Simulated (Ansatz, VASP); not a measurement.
# Au: VASP beside Ansatz

POSCAR

```
Au
1.0
    2.8129984581      0.0000000000      0.0000000000
   -1.4064992291      2.4361281255      0.0000000000
    0.0000000000      0.0000000000      4.8800000000
Au
2
Direct
    0.3333333333      0.6666666667      0.7500000000
    0.6666666667      0.3333333333      0.2500000000
```

Contents of INCAR.step1:

```
SYSTEM = Au
PREC = Accurate
ENCUT = 520
ISMEAR = 0
SIGMA = 0.15
LREAL = .FALSE.
LASPH = .TRUE.
NELM = 80
NBANDS = 18
GGA = PE
ALGO = Normal
EDIFF = 1E-4
LWAVE = .TRUE.
LCHARG = .FALSE.
```

INCAR.step2

```
SYSTEM = Au
PREC = Accurate
ENCUT = 520
EDIFF = 1E-6
ISMEAR = 0
SIGMA = 0.15
LREAL = .FALSE.
LASPH = .TRUE.
NELM = 80
ALGO = Normal
ISIF = 2
LWAVE = .FALSE.
LCHARG = .FALSE.
METAGGA = R2SCAN
LMIXTAU = .TRUE.
NBANDS = 18
ISTART = 1
```

The input KPOINTS:

```
Automatic mesh
0
G
  18 18 10
  0 0 0
```

Input for Ansatz:

```yaml
crystal:
  lattice:
    - [2.8129984581, 0.0, 0.0]
    - [-1.4064992291, 2.4361281255, 0.0]
    - [0.0, 0.0, 4.88]
  atoms:
    - { symbol: Au, position: [0.3333333333, 0.6666666667, 0.75] }
    - { symbol: Au, position: [0.6666666667, 0.3333333333, 0.25] }
basis:
  ecutwfc: 500
kpoints:
  mp_grid: { grid: [18, 18, 10] }
hamiltonian:
  xc: r2scan
scf:
  occupations: { method: gaussian, width: 0.15 }
output:
  forces: true
  stress: true
  eigenvalues: true
```

Change from the starting cell: strain -0.030 along x and y, +0.000 along z, atoms carried along.

Alike in both runs: task single point; functional r2SCAN; k mesh 18 × 18 × 10; occupations gaussian, width 0.15 eV; no spin polarisation.

```csv
,VASP,Ansatz
version,VASP 6.6.1,Ansatz 0.2.0
potentials or method,"VASP PAW PBE potentials, release 64 (Au), cutoff 520 eV","scalar-relativistic, plane waves, PAW"
valence electrons in the cell,22,38
```

```csv
,VASP,Ansatz,Ansatz less VASP
gap on the k mesh at the Fermi level (eV),none,none,-
pressure (GPa),9.7,9.3,-0.40
"traceless stress, the component that is largest in VASP (GPa)",-2.37,-2.28,+0.093
```

VASP's potentials were made for PBE, not for r2SCAN. A gap of «none» marks a metal or a gap that the smearing closes. VASP's potentials hold 22 valence electrons a cell and Ansatz's 38, so a difference there can come from the potentials and not from the codes.

Neither program's run includes spin-orbit coupling.
